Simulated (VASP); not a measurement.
# MoPb2 (P6/mmm) in VASP: notebook

Runs on MoPb2. Level: PBE. Tasks: single point, relaxation of cell and atoms.

All numbers are computed with VASP 6.6.1; they aren't measurements. Logs are shortened: lines on timing, memory, paths and dates and some standing lists are left out, and cuts for length are marked.

## Step 1: The cell of the first run

The structure is hexagonal, space group P6/mmm (No. 191). Conventional cell: a = 5.322 Å, b = 5.322 Å, c = 2.981 Å, α = 90.00°, β = 90.00°, γ = 120.00°. Within 3.9 Å of Mo (site symmetry 6/mmm) lie 2 Mo at 2.98 Å and 12 Pb at 3.41 Å. Pb (site symmetry -6m2) has 5 Pb at 2.98 to 3.07 Å and 6 Mo at 3.41 Å within 3.9 Å.

## Step 2: Single point, PBE

INCAR

```
SYSTEM = MoPb2
PREC = Accurate
ENCUT = 520
EDIFF = 1E-7
ISMEAR = 0
SIGMA = 0.1
LREAL = .False.
LASPH = .True.
NELM = 100
ALGO = Normal
ISIF = 2
LWAVE = .False.
LCHARG = .False.
GGA = PE
NBANDS = 28
```

KPOINTS

```
regular mesh
0
Gamma
  6 6 6
  0 0 0
```

POSCAR

```
MoPb2
1.0
    5.3216866047      0.0000000000      0.0000000000
   -2.6608433024      4.6087157906      0.0000000000
    0.0000000000      0.0000000000      2.9805138380
Mo Pb
1 2
Direct
    0.0000000000      0.0000000000      0.0000000000
    0.3333333333      0.6666666667      0.5000000000
    0.6666666667      0.3333333333      0.5000000000
```

Potentials or basis: VASP PAW PBE potentials, release 64 (Mo_sv, Pb_d).

On the command line:

```
cat potpaw_PBE.64/Mo_sv/POTCAR potpaw_PBE.64/Pb_d/POTCAR > POTCAR
mpirun -np 1 vasp_std > vasp.out
```

OUTCAR:

```text
SYSTEM = MoPb2
   PREC = Accurate
   ENCUT = 520
   EDIFF = 1E-7
   ISMEAR = 0
   LREAL = .False.
   LASPH = .True.
   NELM = 100
   ISIF = 2
   GGA = PE

 ion  position               nearest neighbor table
   1  0.000  0.000  0.000-   2 3.41   3 3.41   2 3.41   3 3.41   2 3.41   2 3.41   3 3.41   3 3.41
                             3 3.41   3 3.41   2 3.41   2 3.41
   2  0.333  0.667  0.500-   3 3.07   3 3.07   3 3.07   1 3.41   1 3.41   1 3.41   1 3.41   1 3.41
                             1 3.41
   3  0.667  0.333  0.500-   2 3.07   2 3.07   2 3.07   1 3.41   1 3.41   1 3.41   1 3.41   1 3.41
                             1 3.41

  LATTYP: Found a hexagonal cell.
 ALAT       =     5.3216866047
 C/A-ratio  =     0.5600694027

  Lattice vectors:

 A1 = (   5.3216866047,   0.0000000000,   0.0000000000)
 A2 = (  -2.6608433024,   4.6087157906,   0.0000000000)
 A3 = (   0.0000000000,   0.0000000000,   2.9805138380)

Analysis of symmetry for initial positions (statically):
=====================================================================
 Subroutine PRICEL returns:
 Original cell was already a primitive cell.

 Routine SETGRP: Setting up the symmetry group for a
 hexagonal supercell.

 Subroutine GETGRP returns: Found 24 space group operations
 (whereof 24 operations were pure point group operations)
 out of a pool of 24 trial point group operations.

The static configuration has the point symmetry D_6h.

Analysis of symmetry for dynamics (positions and initial velocities):
=====================================================================
 Subroutine PRICEL returns:
 Original cell was already a primitive cell.

 Routine SETGRP: Setting up the symmetry group for a
 hexagonal supercell.

 Subroutine GETGRP returns: Found 24 space group operations
 (whereof 24 operations were pure point group operations)
 out of a pool of 24 trial point group operations.

The dynamic configuration has the point symmetry D_6h.

 Subroutine INISYM returns: Found 24 space group operations
 (whereof 24 operations are pure point group operations),
 and found     1 'primitive' translations

----------------------------------------------------------------------------------------

                                     Primitive cell

  volume of cell :      73.1005

  direct lattice vectors                    reciprocal lattice vectors
     5.321686605  0.000000000  0.000000000     0.187910351  0.108490092  0.000000000
    -2.660843302  4.608715791  0.000000000     0.000000000  0.216980184  0.000000000
     0.000000000  0.000000000  2.980513838     0.000000000  0.000000000  0.335512618

  length of vectors
     5.321686605  5.321686605  2.980513838     0.216980184  0.216980184  0.335512618

  position of ions in fractional coordinates (direct lattice)
     0.000000000  0.000000000  0.000000000
     0.333333333  0.666666667  0.500000000
     0.666666667  0.333333333  0.500000000

  ion indices of the primitive-cell ions
   primitive index   ion index
                 1           1
                 2           2
                 3           3

----------------------------------------------------------------------------------------

 KPOINTS: regular mesh

Automatic generation of k-mesh.
 Grid dimensions read from file:
 generate k-points for:    6    6    6

 Generating k-lattice:

  Cartesian coordinates                     Fractional coordinates (reciprocal lattice)
     0.031318392  0.018081682  0.000000000     0.166666667  0.000000000  0.000000000
     0.000000000  0.036163364  0.000000000     0.000000000  0.166666667  0.000000000
     0.000000000  0.000000000  0.055918770     0.000000000  0.000000000  0.166666667

  Length of vectors
     0.036163364  0.036163364  0.055918770

  Shift w.r.t. Gamma in fractional coordinates (k-lattice)
     0.000000000  0.000000000  0.000000000

 Subroutine IBZKPT returns following result:
 ===========================================

 Found     28 irreducible k-points:

 Following reciprocal coordinates:
            Coordinates               Weight
  0.000000  0.000000  0.000000      1.000000
  0.166667  0.000000  0.000000      6.000000
  0.333333  0.000000  0.000000      6.000000
  0.500000  0.000000  0.000000      3.000000
  0.166667  0.166667  0.000000      6.000000
  0.333333  0.166667  0.000000     12.000000
[... 16 lines left out ...]
  0.166667  0.000000  0.500000      6.000000
  0.333333  0.000000  0.500000      6.000000
 [... further k-points ...]
   k-points           NKPTS =     28   k-points in BZ     NKDIM =     28   number of bands    NBANDS=     28
   number of dos      NEDOS =    301   number of ions     NIONS =      3
   total plane-waves  NPLWV =  38400
   dimension x,y,z NGX =    40 NGY =   40 NGZ =   24
   dimension x,y,z NGXF=    80 NGYF=   80 NGZF=   48
   ions per type =               1   2
   NGX,Y,Z   is equivalent  to a cutoff of  12.50, 12.50, 13.39 a.u.
   NGXF,Y,Z  is equivalent  to a cutoff of  24.99, 24.99, 26.77 a.u.
 SYSTEM =  MoPb2
   PREC   = accura    normal or accurate (medium, high low for compatibility)
   ISTART =      0    job   : 0-new  1-cont  2-samecut
   ICHARG =      2    charge: 1-file 2-atom 10-const
   ISPIN  =      1    spin polarized calculation?
   LNONCOLLINEAR =      F non collinear calculations
   LSORBIT =      F    spin-orbit coupling
   LASPH  =      T    aspherical Exc in radial PAW
   ENCUT  =  520.0 eV  38.22 Ry    6.18 a.u.   9.89  9.89  5.54*2*pi/ulx,y,z
   NELM   =    100;   NELMIN=  2; NELMDL= -5     # of ELM steps
   EDIFF  = 0.1E-06   stopping-criterion for ELM
   LREAL  =      F    real-space projection
   EDIFFG = 0.1E-05   stopping-criterion for IOM
   NSW    =      0    number of steps for IOM
   IBRION =     -1    ionic relax: 0-MD 1-quasi-New 2-CG
   NFREE  =      0    steps in history (QN), initial steepest desc. (CG)
   ISIF   =      2    stress and relaxation
   ISYM   =      2    0-nonsym 1-usesym 2-fastsym
   POTIM  = 0.5000    time-step for ionic-motion
   TEBEG  =    0.0;   TEEND  =   0.0 temperature during run
   PSTRESS=    0.0 pullay stress
   NELECT =      42.0000    total number of electrons
   NUPDOWN=      -1.0000    fix difference up-down
   EMIN   =  10.00;   EMAX   =-10.00  energy-range for DOS
   EFERMI =   0.00;   METHOD = LEGACY
   ISMEAR =     0;   SIGMA  =   0.10  broadening in eV -4-tet -1-fermi 0-gaus
   EFERMI_NEDOS =   21; number of points for ismear=-14 and -15
   IALGO  =     38    algorithm
   IMIX   =      4    mixing-type and parameters
     AMIX     =   0.40;   BMIX     =  1.00
     AMIX_MAG =   1.60;   BMIX_MAG =  1.00
  volume/ion in A,a.u.               =      24.37       164.44
  Fermi-wavevector in a.u.,A,eV,Ry     =   1.360978  2.571876 25.201546  1.852261
  Thomas-Fermi vector in A             =   2.487594
   LORBIT       =      0    0 simple, 1 ext, 2 COOP (PROOUT), +10 PAW based schemes
   GGA     = PE    functional components
   LHFCALC =     F    Hartree Fock is set to
   AEXX    =    0.0000 exact exchange contribution
   IVDW    =     0    specifies the selected vdW correction
   LEPSILON=     F    determine dielectric tensor
   LRPA    =     F    only Hartree local field effects (RPA)
 non-spin polarized calculation
 Gauss-broadening in eV      SIGMA  =   0.10
  energy-cutoff  :      520.00
  volume of cell :       73.10
 maximum number of plane-waves:      1983
 NGX is ok and might be reduce to    40
   NGX = 19   NGY = 19   NGZ = 11

 number of electron      41.9999992 magnetization

 Free energy of the ion-electron system (eV)
  ---------------------------------------------------
  ext. energy  EPLUGINS =         0.00000000
  ---------------------------------------------------
  free energy    TOTEN  =       -14.94665067 eV

  energy without entropy =      -14.93397390  energy(sigma->0) =      -14.94031228

 E-fermi :   8.8915     XC(G=0): -11.1747

 val. band max:        8.8635539648   @ k =   0.5000   0.0000   0.5000
 cond. band min:       8.9802464270   @ k =   0.5000   0.0000   0.1667
 fundamental gap:      0.1166924621
 Fermi energy:         8.8914704694

 k-point     1 :       0.0000    0.0000    0.0000
  band No.  band energies     occupation
      1     -52.1313      2.00000
      2     -26.1360      2.00000
      3     -26.1360      2.00000
      4     -26.0953      2.00000
      5      -8.8167      2.00000
      6      -8.6005      2.00000
[... 20 lines left out ...]
     27      15.2920      0.00000
     28      20.2209      0.00000

 k-point     2 :       0.1667    0.0000    0.0000
  band No.  band energies     occupation
      1     -52.1313      2.00000
      2     -26.1361      2.00000
      3     -26.1360      2.00000
      4     -26.0953      2.00000
      5      -8.8069      2.00000
      6      -8.6194      2.00000
[... 20 lines left out ...]
     27      15.6088      0.00000
     28      18.5600      0.00000

 k-point     3 :       0.3333    0.0000    0.0000
  band No.  band energies     occupation
      1     -52.1313      2.00000
      2     -26.1365      2.00000
      3     -26.1360      2.00000
      4     -26.0953      2.00000
      5      -8.7803      2.00000
      6      -8.6644      2.00000
[... 20 lines left out ...]
     27      15.7956      0.00000
     28      16.4267      0.00000

 k-point     4 :       0.5000    0.0000    0.0000
  band No.  band energies     occupation
      1     -52.1313      2.00000
      2     -26.1367      2.00000
      3     -26.1360      2.00000
      4     -26.0953      2.00000
      5      -8.7560      2.00000
      6      -8.6980      2.00000
[... 578 lines left out ...]
     27      14.2680      0.00000
     28      14.2680      0.00000

 k-point    23 :       0.1667    0.0000    0.5000
  band No.  band energies     occupation
      1     -52.0920      2.00000
      2     -26.5051      2.00000
      3     -26.0917      2.00000
      4     -26.0917      2.00000
      5      -8.4367      2.00000
      6      -8.4204      2.00000
[... 20 lines left out ...]
     27      13.7594      0.00000
     28      13.9403      0.00000

 k-point    24 :       0.3333    0.0000    0.5000
  band No.  band energies     occupation
      1     -52.0920      2.00000
      2     -26.5050      2.00000
      3     -26.0919      2.00000
      4     -26.0918      2.00000
      5      -8.4456      2.00000
      6      -8.3964      2.00000
[... 20 lines left out ...]
     27      13.2157      0.00000
     28      14.0327      0.00000

 [... further k-points ...]
[... 5 lines left out ...]
  --------------------------------------------------------------------------------------
  -------------------------------------------------------------------------------------
  Total       -0.0049767     -0.0049767     -0.0754304      0.0000000      0.0000000     -0.0000000
  in kB       -0.1090756     -0.1090756     -1.6532420      0.0000000      0.0000000     -0.0000000
  external PRESSURE =      -0.6237977 kB  Pullay stress =       0.0000000 kB

 VOLUME and BASIS-vectors are now :
 -----------------------------------------------------------------------------
  energy-cutoff  :      520.00
  volume of cell :       73.10
      direct lattice vectors                 reciprocal lattice vectors
     5.321686605  0.000000000  0.000000000     0.187910351  0.108490092  0.000000000
    -2.660843302  4.608715791  0.000000000     0.000000000  0.216980184  0.000000000
     0.000000000  0.000000000  2.980513838     0.000000000  0.000000000  0.335512618

 POSITION                                       TOTAL-FORCE (eV/Angst)
 -----------------------------------------------------------------------------------
      0.00000      0.00000      0.00000         0.000000      0.000000      0.000000
     -0.00000      3.07248      1.49026        -0.000000      0.000000      0.000000
      2.66084      1.53624      1.49026         0.000000     -0.000000      0.000000
 -----------------------------------------------------------------------------------
    total drift:                                0.000000     -0.000000      0.000000

  FREE ENERGIE OF THE ION-ELECTRON SYSTEM (eV)
  ---------------------------------------------------
  free  energy   TOTEN  =       -14.9466506652 eV

  energy  without entropy=      -14.9339739001  energy(sigma->0) =      -14.94031228
```

Wall time 76 s (1 thread of AMD EPYC 7R13 (Zen 3), shared host); peak memory 0.18 GiB.

Results:

* Free energy: -14.9467 eV
* Pressure: -0.1 GPa
* Band gap on the k mesh: zero (band 21 reaches 9.91 eV, above the bottom of band 22 at 8.60 eV)

Levels at points of the mesh, in eV from the Fermi level:
```
           k point  band 18  band 19  band 20  band 21  band 22  band 23  band 24  band 25
(0.00, 0.00, 0.00)    -3.80    -2.64    -0.23    -0.23     1.08     1.08     1.66     1.88
(0.50, 0.00, 0.00)    -3.93    -1.95    -1.13     0.30     0.96     1.09     2.49     4.75
(0.00, 0.00, 0.50)    -2.08    -2.08    -0.81    -0.29    -0.29     0.17     0.17     2.18
(0.50, 0.00, 0.50)    -3.24    -3.04    -0.68    -0.05    -0.03     0.16     1.58     1.85
```

Caveat: spin-orbit coupling is left out, which moves the levels of the heavy elements.

[end of part 1 of 2]
